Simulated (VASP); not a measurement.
Write the native input for VASP 6.6.1 that does the following.

- Task: single point
- Functional: PBE
- Potentials or basis: VASP PAW PBE potentials, release 64 (Zn, S)
- Cutoff: 520 eV
- k mesh: 3 × 3 × 3
- Occupations: gaussian, width 0.2 eV
- Spin: no spin polarisation
- Dipole correction: no
- Further INCAR settings: ALGO = Normal; EDIFF = 1e-06; NBANDS = 37

The structure of ZnS7 lies in POSCAR:

```
ZnS7
1.0
    4.7307180512      0.0000000000      0.0000000000
    0.0000000000      4.7307180512      0.0000000000
    0.0000000000      0.0000000000      7.9718399421
Zn S
1 7
Direct
    0.0000000000      0.0000000000      0.4607831299
    0.5000000000      0.0000000000      0.5106553334
    0.0000000000      0.5000000000      0.5106553334
    0.2697909446      0.2697909446      0.0365726382
    0.7302090554      0.7302090554      0.0365726382
    0.7302090554      0.2697909446      0.0365726382
    0.2697909446      0.7302090554      0.0365726382
    0.5000000000      0.5000000000      0.5761535706
```

The cell was built from a structure type or drawn by symmetry, and may not be a known phase.

One way to write it, as run:

INCAR

```
SYSTEM = ZnS7
PREC     = Accurate       ! precision mode
ENCUT    = 520            ! plane-wave cutoff, eV
EDIFF    = 1E-6           ! SCF threshold, eV
ISMEAR   = 0              ! smearing method
SIGMA    = 0.2            ! smearing width, eV
LREAL    = .False.        ! projectors in reciprocal space
LASPH    = .True.         ! aspherical terms in the spheres
NELM     = 60             ! most SCF steps
ALGO     = Normal         ! electronic algorithm
ISIF     = 2              ! what is computed and relaxed
LWAVE    = .False.        ! write WAVECAR
LCHARG   = .True.         ! write CHGCAR
GGA      = PE             ! functional
LELF     = .True.         ! ELF
LVHAR    = .True.       
NBANDS   = 37             ! bands
```

KPOINTS

```
regular mesh
0
Gamma
  3 3 3
  0 0 0
```

Potentials or basis: VASP PAW PBE potentials, release 64 (Zn, S).

Run with:

```sh
$ cat potpaw_PBE.64/Zn/POTCAR potpaw_PBE.64/S/POTCAR > POTCAR
$ mpirun -np 1 vasp_std > vasp.out
```

Results of the run:

```
Pressure               : 0.3 GPa
Largest force          : 0.081 eV/Å
Band gap on the k mesh : zero (bands 27 and 28 overlap by 1.15 eV)
```

Caveat: the k points lie up to 0.44 Å⁻¹ apart, too coarse for converged energies and pressures of a metal.

Wall time 36 s on 1 thread of Intel(R) Xeon(R) Platinum 8259CL CPU @ 2.50GHz (Skylake/Cascade Lake), on a shared host, peak memory 0.26 GiB.
